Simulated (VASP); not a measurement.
Set up this calculation in VASP 6.6.1, as the native input.

```yaml
Task: single point
Functional: PBEsol
Potentials_or_basis: VASP PAW PBE potentials, release 64 (Al, Cu)
Cutoff: 520 eV
k_mesh: 12 × 12 × 16
Occupations: gaussian, width 0.15 eV
Spin: no spin polarisation
Dipole_correction: no
Further_INCAR_settings: ALGO = Fast; EDIFF = 1e-06; NBANDS = 16
```

The structure of Al2Cu lies in POSCAR:

```
Al2Cu
1.0
    4.0229096136      0.0000000000      0.0000000000
    0.0000000000      4.0229096136      0.0000000000
    0.0000000000      0.0000000000      2.8463947513
Al Cu
2 1
Direct
    0.5000000000      0.0000000000      0.5000000000
    0.0000000000      0.5000000000      0.5000000000
    0.0000000000      0.0000000000      0.0000000000
```

This cell differs from its parent crystal: strain -0.015 along x and y, +0.000 along z.

One way to write it, as run:

INCAR

```
PREC     = Accurate       # precision mode
ENCUT    = 520            # plane-wave cutoff, eV
EDIFF    = 1E-6           # SCF threshold, eV
ISMEAR   = 0              # smearing method
SIGMA    = 0.15           # smearing width, eV
LREAL    = F              # projectors in reciprocal space
LASPH    = T              # aspherical terms in the spheres
NELM     = 100            # most SCF steps
ALGO     = Fast           # electronic algorithm
ISIF     = 2              # what is computed and relaxed
LWAVE    = F              # write WAVECAR
LCHARG   = F              # write CHGCAR
GGA      = PS             # functional
NBANDS   = 16             # bands
```

KPOINTS

```
regular mesh
0
Gamma
  12 12 16
```

Potentials or basis: VASP PAW PBE potentials, release 64 (Al, Cu).

Command:

```console
$ cat potpaw_PBE.64/Al/POTCAR potpaw_PBE.64/Cu/POTCAR > POTCAR
$ mpirun -np 1 vasp_std > vasp.out
```

It gave:

| Quantity | Value |
| --- | --- |
| Pressure | 3.4 GPa |

Caveat: the cell differs from its parent crystal (strain -0.015 along x and y, +0.000 along z); the PAW data sets were made with another functional, which shifts forces and pressure a little.

Wall time 2.1 min on 1 thread of Intel(R) Xeon(R) Platinum 8375C CPU @ 2.90GHz (Ice Lake) (shared host), peak memory 0.29 GiB.
